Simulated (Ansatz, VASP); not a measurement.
**Al in VASP and in Ansatz**

```
Al
1.0
     0.00000    2.34229    1.59205
     2.34229    0.00000    1.59205
     2.34229    2.34229    0.00000
Al
1
Direct
  0.00000 0.00000 0.00000
```

Alike in both runs: task single point; functional PBE; dispersion D3(BJ); k mesh 22 × 22 × 22; occupations gaussian, width 0.15 eV; no spin polarisation.

|  | VASP | Ansatz |
| --- | --- | --- |
| version | VASP 6.6.1 | Ansatz 0.2.0 |
| potentials or method | VASP PAW PBE potentials, release 64 (Al), cutoff 520 eV | scalar-relativistic, plane waves, PAW |
| valence electrons in the cell | 3 | 3 |

|  | VASP | Ansatz | Ansatz less VASP |
| --- | --- | --- | --- |
| gap on the k mesh at the Fermi level (eV) | none | none | - |
| pressure (GPa) | -5.1 | -5.1 | 0.00 |
| traceless stress, the component that is largest in VASP (GPa) | -0.74 | -0.74 | +0.003 |

A gap of «none» marks a metal or a gap that the smearing closes.
